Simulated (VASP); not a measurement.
# Zn (P6_3/mmc) in VASP: further runs

Runs on Zn. Level: PBE. Tasks: relaxation of cell and atoms.

All numbers are computed with VASP 6.6.1; they aren't measurements. Logs are shortened: lines on timing, memory, paths and dates and some standing lists are left out, and cuts for length are marked.

## 1. The cell of the first run

It takes space group P6_3/mmc (No. 194, hexagonal). The conventional cell has a = 2.626 Å, b = 2.626 Å, c = 5.165 Å, α = 90.00°, β = 90.00°, γ = 120.00°. Within 3.5 Å of Zn (site symmetry -6m2) lie 12 Zn at 2.63 to 2.99 Å.

## 2. Relaxation of cell and atoms, PBE

Input file INCAR:

```
  PREC = Accurate
  ENCUT = 600
  EDIFF = 1E-7
  ISMEAR = 0
  SIGMA = 0.1
  LREAL = False
  LASPH = True
  NELM = 60
  ALGO = Fast
  ISIF = 3
  LWAVE = False
  LCHARG = False
  GGA = PE
  IBRION = 2
  NSW = 100
  EDIFFG = -0.01
```

Input file KPOINTS:

```
regular mesh
0
Gamma
  24 24 12
```

Input file POSCAR:

```
Zn
1.0
    2.6262540183      0.0000000000      0.0000000000
   -1.3131270091      2.2744026966      0.0000000000
    0.0000000000      0.0000000000      5.1651414243
Zn
2
Direct
    0.3333333333      0.6666666667      0.7500000000
    0.6666666667      0.3333333333      0.2500000000
```

Potentials or basis: VASP PAW PBE potentials, release 64 (Zn).

Started as:

```bash
$ cat potpaw_PBE.64/Zn/POTCAR > POTCAR
$ mpirun -np 1 vasp_std > vasp.out
```

OUTCAR:

```text
PREC = Accurate
   ENCUT = 600
   EDIFF = 1E-7
   ISMEAR = 0
   LREAL = False
   LASPH = True
   NELM = 60
   ISIF = 3
   GGA = PE
   IBRION = 2
   NSW = 100
   EDIFFG = -0.01

 ion  position               nearest neighbor table
   1  0.333  0.667  0.750-   2 2.99   2 2.99   2 2.99   2 2.99   2 2.99   2 2.99
   2  0.667  0.333  0.250-   1 2.99   1 2.99   1 2.99   1 2.99   1 2.99   1 2.99

  LATTYP: Found a hexagonal cell.
 ALAT       =     2.6262540183
 C/A-ratio  =     1.9667333732

  Lattice vectors:

 A1 = (   2.6262540183,   0.0000000000,   0.0000000000)
 A2 = (  -1.3131270091,   2.2744026966,   0.0000000000)
 A3 = (   0.0000000000,   0.0000000000,   5.1651414243)

Analysis of symmetry for initial positions (statically):
=====================================================================
 Subroutine PRICEL returns:
 Original cell was already a primitive cell.

 Routine SETGRP: Setting up the symmetry group for a
 hexagonal supercell.

 Subroutine GETGRP returns: Found 24 space group operations
 (whereof 12 operations were pure point group operations)
 out of a pool of 24 trial point group operations.

The static configuration has the point symmetry D_3d.
 The point group associated with its full space group is D_6h.

Analysis of symmetry for dynamics (positions and initial velocities):
=====================================================================
 Subroutine PRICEL returns:
 Original cell was already a primitive cell.

 Routine SETGRP: Setting up the symmetry group for a
 hexagonal supercell.

 Subroutine GETGRP returns: Found 24 space group operations
 (whereof 12 operations were pure point group operations)
 out of a pool of 24 trial point group operations.

The dynamic configuration has the point symmetry D_3d.
 The point group associated with its full space group is D_6h.

 Subroutine INISYM returns: Found 24 space group operations
 (whereof 12 operations are pure point group operations),
 and found     1 'primitive' translations

----------------------------------------------------------------------------------------

                                     Primitive cell

  volume of cell :      30.8522

  direct lattice vectors                    reciprocal lattice vectors
     2.626254018  0.000000000  0.000000000     0.380770479  0.219837938  0.000000000
    -1.313127009  2.274402697  0.000000000     0.000000000  0.439675877  0.000000000
     0.000000000  0.000000000  5.165141424     0.000000000  0.000000000  0.193605541

  length of vectors
     2.626254018  2.626254018  5.165141424     0.439675877  0.439675877  0.193605541

  position of ions in fractional coordinates (direct lattice)
     0.333333333  0.666666667  0.750000000
     0.666666667  0.333333333  0.250000000

  ion indices of the primitive-cell ions
   primitive index   ion index
                 1           1
                 2           2

----------------------------------------------------------------------------------------

 KPOINTS: regular mesh

Automatic generation of k-mesh.
 Grid dimensions read from file:
 generate k-points for:   24   24   12

 Generating k-lattice:

  Cartesian coordinates                     Fractional coordinates (reciprocal lattice)
     0.015865437  0.009159914  0.000000000     0.041666667  0.000000000  0.000000000
     0.000000000  0.018319828  0.000000000     0.000000000  0.041666667  0.000000000
     0.000000000  0.000000000  0.016133795     0.000000000  0.000000000  0.083333333

  Length of vectors
     0.018319828  0.018319828  0.016133795

  Shift w.r.t. Gamma in fractional coordinates (k-lattice)
     0.000000000  0.000000000  0.000000000

 Subroutine IBZKPT returns following result:
 ===========================================

 Found    427 irreducible k-points:

 Following reciprocal coordinates:
            Coordinates               Weight
  0.000000  0.000000  0.000000      1.000000
  0.041667 -0.000000  0.000000      6.000000
  0.083333 -0.000000  0.000000      6.000000
  0.125000 -0.000000  0.000000      6.000000
  0.166667 -0.000000  0.000000      6.000000
  0.208333 -0.000000  0.000000      6.000000
[... 16 lines left out ...]
  0.416667  0.041667  0.000000     12.000000
  0.458333  0.041667  0.000000     12.000000
 [... further k-points ...]
   k-points           NKPTS =    427   k-points in BZ     NKDIM =    427   number of bands    NBANDS=     16
   number of dos      NEDOS =    301   number of ions     NIONS =      2
   total plane-waves  NPLWV =  24192
   dimension x,y,z NGX =    24 NGY =   24 NGZ =   42
   dimension x,y,z NGXF=    48 NGYF=   48 NGZF=   84
   ions per type =               2
   NGX,Y,Z   is equivalent  to a cutoff of  15.19, 15.19, 13.52 a.u.
   NGXF,Y,Z  is equivalent  to a cutoff of  30.38, 30.38, 27.04 a.u.
 SYSTEM =  unknown system
   PREC   = accura    normal or accurate (medium, high low for compatibility)
   ISTART =      0    job   : 0-new  1-cont  2-samecut
   ICHARG =      2    charge: 1-file 2-atom 10-const
   ISPIN  =      1    spin polarized calculation?
   LNONCOLLINEAR =      F non collinear calculations
   LSORBIT =      F    spin-orbit coupling
   LASPH  =      T    aspherical Exc in radial PAW
   ENCUT  =  600.0 eV  44.10 Ry    6.64 a.u.   5.25  5.25 10.32*2*pi/ulx,y,z
   NELM   =     60;   NELMIN=  2; NELMDL= -5     # of ELM steps
   EDIFF  = 0.1E-06   stopping-criterion for ELM
   LREAL  =      F    real-space projection
   EDIFFG = -.1E-01   stopping-criterion for IOM
   NSW    =    100    number of steps for IOM
   IBRION =      2    ionic relax: 0-MD 1-quasi-New 2-CG
   NFREE  =      1    steps in history (QN), initial steepest desc. (CG)
   ISIF   =      3    stress and relaxation
   ISYM   =      2    0-nonsym 1-usesym 2-fastsym
   POTIM  = 0.5000    time-step for ionic-motion
   TEBEG  =    0.0;   TEEND  =   0.0 temperature during run
   PSTRESS=    0.0 pullay stress
   NELECT =      24.0000    total number of electrons
   NUPDOWN=      -1.0000    fix difference up-down
   EMIN   =  10.00;   EMAX   =-10.00  energy-range for DOS
   EFERMI =   0.00;   METHOD = LEGACY
   ISMEAR =     0;   SIGMA  =   0.10  broadening in eV -4-tet -1-fermi 0-gaus
   EFERMI_NEDOS =   21; number of points for ismear=-14 and -15
   IALGO  =     68    algorithm
   IMIX   =      4    mixing-type and parameters
     AMIX     =   0.40;   BMIX     =  1.00
     AMIX_MAG =   1.60;   BMIX_MAG =  1.00
  volume/ion in A,a.u.               =      15.43       104.10
  Fermi-wavevector in a.u.,A,eV,Ry     =   1.505624  2.845216 30.843089  2.266903
  Thomas-Fermi vector in A             =   2.616448
   LORBIT       =      0    0 simple, 1 ext, 2 COOP (PROOUT), +10 PAW based schemes
   GGA     = PE    functional components
   LHFCALC =     F    Hartree Fock is set to
   AEXX    =    0.0000 exact exchange contribution
   IVDW    =     0    specifies the selected vdW correction
   LEPSILON=     F    determine dielectric tensor
   LRPA    =     F    only Hartree local field effects (RPA)
 conjugate gradient relaxation of ions
 non-spin polarized calculation
 RMM-DIIS sequential band-by-band and
 Gauss-broadening in eV      SIGMA  =   0.10
  energy-cutoff  :      600.00
  volume of cell :       30.85
 maximum number of plane-waves:      1048
 NGX is ok and might be reduce to    24
   NGX = 11   NGY = 11   NGZ = 21

--------------------------------------- Ionic step        1  -------------------------------------------

 number of electron      24.0000014 magnetization

 Free energy of the ion-electron system (eV)
  ---------------------------------------------------
  ext. energy  EPLUGINS =         0.00000000
  ---------------------------------------------------
  free energy    TOTEN  =        -2.21301895 eV

  energy without entropy =       -2.21075867  energy(sigma->0) =       -2.21188881

------------------------ aborting loop because EDIFF is reached ----------------------------------------

  FORCE on cell =-STRESS in cart. coord.  units (eV):
  Direction    XX          YY          ZZ          XY          YZ          ZX
  --------------------------------------------------------------------------------------
  -------------------------------------------------------------------------------------
  Total        0.1900724      0.1900724     -0.2048242      0.0000000      0.0000000      0.0000000
  in kB        9.8705943      9.8705943    -10.6366651      0.0000000      0.0000000      0.0000000
  external PRESSURE =       3.0348412 kB  Pullay stress =       0.0000000 kB

 VOLUME and BASIS-vectors are now :
 -----------------------------------------------------------------------------
  energy-cutoff  :      600.00
  volume of cell :       30.85
      direct lattice vectors                 reciprocal lattice vectors
     2.626254018  0.000000000  0.000000000     0.380770479  0.219837938  0.000000000
    -1.313127009  2.274402697  0.000000000     0.000000000  0.439675877  0.000000000
     0.000000000  0.000000000  5.165141424     0.000000000  0.000000000  0.193605541
[... 181 lines left out ...]
 POSITION                                       TOTAL-FORCE (eV/Angst)
 -----------------------------------------------------------------------------------
     -0.00000      1.53178      3.76994         0.000000     -0.000000     -0.000000
      1.32656      0.76589      1.25665        -0.000000      0.000000      0.000000
 -----------------------------------------------------------------------------------
    total drift:                               -0.000000      0.000000      0.000000

  FREE ENERGIE OF THE ION-ELECTRON SYSTEM (eV)
  ---------------------------------------------------
  free  energy   TOTEN  =        -2.2174206481 eV

  energy  without entropy=       -2.2155636799  energy(sigma->0) =       -2.21649216

--------------------------------------- Ionic step        7  -------------------------------------------

 number of electron      23.9999986 magnetization

 Free energy of the ion-electron system (eV)
  ---------------------------------------------------
  ext. energy  EPLUGINS =         0.00000000
  ---------------------------------------------------
  free energy    TOTEN  =        -2.21751116 eV

  energy without entropy =       -2.21562337  energy(sigma->0) =       -2.21656726

 E-fermi :   3.0534     XC(G=0): -11.5196

 val. band max:        3.0476731754   @ k =   0.3333   0.2917   0.4167
 cond. band min:       3.0645678311   @ k =   0.3333   0.2083   0.2500
 fundamental gap:      0.0168946557
 Fermi energy:         3.0533910396

 k-point     1 :       0.0000    0.0000    0.0000
  band No.  band energies     occupation
      1      -7.2939      2.00000
      2      -5.5657      2.00000
      3      -4.8671      2.00000
      4      -4.6101      2.00000
      5      -4.6100      2.00000
      6      -4.5660      2.00000
[... 8 lines left out ...]
     15      19.6359      0.00000
     16      20.9174      0.00000
[... 419 lines left out ...]
 k-point    24 :       0.4583    0.0417    0.0000
  band No.  band energies     occupation
      1      -5.3400      2.00000
      2      -5.2550      2.00000
      3      -5.0860      2.00000
      4      -4.6381      2.00000
      5      -4.4486      2.00000
      6      -4.4424      2.00000
[... 8 lines left out ...]
     15       7.2713      0.00000
     16       8.9357      0.00000

 [... further k-points ...]

------------------------ aborting loop because EDIFF is reached ----------------------------------------

  FORCE on cell =-STRESS in cart. coord.  units (eV):
  Direction    XX          YY          ZZ          XY          YZ          ZX
  --------------------------------------------------------------------------------------
  -------------------------------------------------------------------------------------
  Total       -0.0094440     -0.0094440     -0.0167830     -0.0000000     -0.0000000      0.0000000
  in kB       -0.4949442     -0.4949442     -0.8795711     -0.0000000     -0.0000000      0.0000000
  external PRESSURE =      -0.6231532 kB  Pullay stress =       0.0000000 kB

 VOLUME and BASIS-vectors are now :
 -----------------------------------------------------------------------------
  energy-cutoff  :      600.00
  volume of cell :       30.57
      direct lattice vectors                 reciprocal lattice vectors
     2.648506632  0.000000000  0.000000000     0.377571265  0.217990872 -0.000000000
    -1.324253316  2.293674025 -0.000000000    -0.000000000  0.435981743 -0.000000000
    -0.000000000  0.000000000  5.032423842    -0.000000000  0.000000000  0.198711403

 POSITION                                       TOTAL-FORCE (eV/Angst)
 -----------------------------------------------------------------------------------
     -0.00000      1.52912      3.77432         0.000000     -0.000000      0.000000
      1.32425      0.76456      1.25811        -0.000000      0.000000     -0.000000
 -----------------------------------------------------------------------------------
    total drift:                               -0.000000      0.000000      0.000000

  FREE ENERGIE OF THE ION-ELECTRON SYSTEM (eV)
  ---------------------------------------------------
  free  energy   TOTEN  =        -2.2175111555 eV

  energy  without entropy=       -2.2156233680  energy(sigma->0) =       -2.21656726

 reached required accuracy - stopping structural energy minimisation
```

Run time: 21 min. Hardware: 1 thread of Oxide Virtual Turin-like, shared host; peak memory 0.31 GiB.

Results:

* Free energy: -2.2175 eV
* Relaxed volume: 15.29 Å³/atom
* Relaxed cell: a = 2.649 Å, b = 2.649 Å, c = 5.032 Å, α = 90.00°, β = 90.00°, γ = 120.00°
* Space group after relaxing (to 0.1 Å): P6_3/mmc (No. 194)
* Energy gained by relaxing: 2.2 meV/atom
* Ionic steps: 7
* Pressure after relaxing: -0.1 GPa
* Band gap on the k mesh: zero (bands 12 and 13 overlap by 4.82 eV)

The path:
```tsv
step	energy change (eV)	largest force (eV/Å)	pressure (GPa)	volume (Å³)
1	0.0000	0.0000	0.30	30.85
2	-0.0020	0.0000	-0.26	30.98
3	-0.0026	0.0000	-0.85	31.12
4	-0.0039	0.0000	-0.54	30.87
5	-0.0044	0.0000	-0.24	30.66
6	-0.0044	0.0000	-0.23	30.64
7	-0.0045	0.0000	-0.06	30.57
```

Final structure:
```yaml
crystal:
  lattice:
    - [2.64851, 0.00000, 0.00000]
    - [-1.32425, 2.29367, 0.00000]
    - [0.00000, 0.00000, 5.03242]
  atoms:
    - { symbol: Zn, position: [0.33333, 0.66667, 0.75000] }
    - { symbol: Zn, position: [0.66667, 0.33333, 0.25000] }
```

Levels at points of the mesh, in eV from the Fermi level:
| k point | band 8 | band 9 | band 10 | band 11 | band 12 | band 13 | band 14 | band 15 | band 16 |
| --- | --- | --- | --- | --- | --- | --- | --- | --- | --- |
| (0.00, 0.00, 0.00) | -7.26 | -7.26 | -7.08 | -7.08 | -3.69 | -3.29 | 12.83 | 16.58 | 17.86 |
| (0.50, 0.00, 0.00) | -7.10 | -6.88 | -6.86 | -2.73 | -2.03 | 2.49 | 3.57 | 3.96 | 5.68 |
| (0.00, 0.00, 0.50) | -7.61 | -7.16 | -7.16 | -7.16 | -7.16 | 4.16 | 4.16 | 19.10 | 19.10 |
| (0.50, 0.00, 0.50) | -7.11 | -6.87 | -6.87 | -1.79 | -1.79 | 0.21 | 0.21 | 9.83 | 9.83 |

(Continued in part 2 of 2.)
